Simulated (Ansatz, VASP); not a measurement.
**One calculation of TaSi2, two programs**

Contents of POSCAR:

```
TaSi2
1.0
    4.5182925375      0.0000000000      0.0000000000
    0.0000000000      4.5182925375      0.0000000000
    0.0000000000      0.0000000000      4.5182925375
Ta Si
2 4
Direct
    0.0000000000      0.0000000000      0.0000000000
    0.5000000000      0.5000000000      0.5000000000
    0.2500000000      0.2500000000      0.2500000000
    0.2500000000      0.7500000000      0.7500000000
    0.7500000000      0.7500000000      0.2500000000
    0.7500000000      0.2500000000      0.7500000000
```

The input INCAR.step1:

```
  PREC = Accurate
  ENCUT = 600
  ISMEAR = 0
  SIGMA = 0.1
  LREAL = F
  LASPH = T
  NELM = 100
  GGA = PE
  ALGO = Normal
  EDIFF = 1E-4
  LWAVE = T
  LCHARG = F
```

File INCAR.step2:

```
  PREC = Accurate
  ENCUT = 600
  EDIFF = 1E-6
  ISMEAR = 0
  SIGMA = 0.1
  LREAL = F
  LASPH = T
  NELM = 100
  ALGO = Normal
  ISIF = 3
  LWAVE = F
  LCHARG = F
  METAGGA = R2SCAN
  LMIXTAU = T
  IBRION = 2
  NSW = 90
  EDIFFG = -0.04
  ISTART = 1
```

KPOINTS

```
regular mesh
0
Gamma
  4 4 4
```

Input for Ansatz:

```yaml
crystal:
  lattice:
    - [4.5182925375, 0.0, 0.0]
    - [0.0, 4.5182925375, 0.0]
    - [0.0, 0.0, 4.5182925375]
  atoms:
    - { symbol: Ta, position: [0.0, 0.0, 0.0] }
    - { symbol: Ta, position: [0.5, 0.5, 0.5] }
    - { symbol: Si, position: [0.25, 0.25, 0.25] }
    - { symbol: Si, position: [0.25, 0.75, 0.75] }
    - { symbol: Si, position: [0.75, 0.75, 0.25] }
    - { symbol: Si, position: [0.75, 0.25, 0.75] }
basis:
  ecutwfc: 500
kpoints:
  mp_grid: { grid: [4, 4, 4] }
hamiltonian:
  xc: r2scan
scf:
  occupations: { method: gaussian, width: 0.1 }
  lower_state_search: "off"
output:
  forces: true
  stress: true
  eigenvalues: true
relax:
  adjacent_minimum: "off"
  f_tol: 0.04
  max_steps: 70
  cell: { stress_tol: 0.4 }
```

Alike in both runs: task relaxation of cell and atoms; functional r2SCAN; k mesh 4 × 4 × 4; occupations gaussian, width 0.1 eV; no spin polarisation.

```csv
,VASP,Ansatz
version,VASP 6.6.1,Ansatz 0.2.0
potentials or method,"VASP PAW PBE potentials, release 64 (Ta_pv, Si), cutoff 600 eV","scalar-relativistic, plane waves, PAW"
valence electrons in the cell,38,42
```

VASP gave:

| Quantity | Value |
| --- | --- |
| gap on the k mesh at the Fermi level, each at its own relaxed structure (eV) | none |
| relaxed volume (Å³/atom) | 29.68 |
| relaxed cell length with the largest relative difference (Å) | 5.626 |

Q: Which values does Ansatz return?

A: gap on the k mesh at the Fermi level, each at its own relaxed structure (eV): none; relaxed volume (Å³/atom): 29.60; relaxed cell length with the largest relative difference (Å): 5.621.

VASP's potentials were made for PBE, not for r2SCAN. A gap of «none» marks a metal or a gap that the smearing closes. VASP's potentials hold 38 valence electrons a cell and Ansatz's 42, so a difference there can come from the potentials and not from the codes.

Neither program's run includes spin-orbit coupling. Noted on VASP's run: the volume moved by over 15 % at a fixed basis, so the end points are rough.
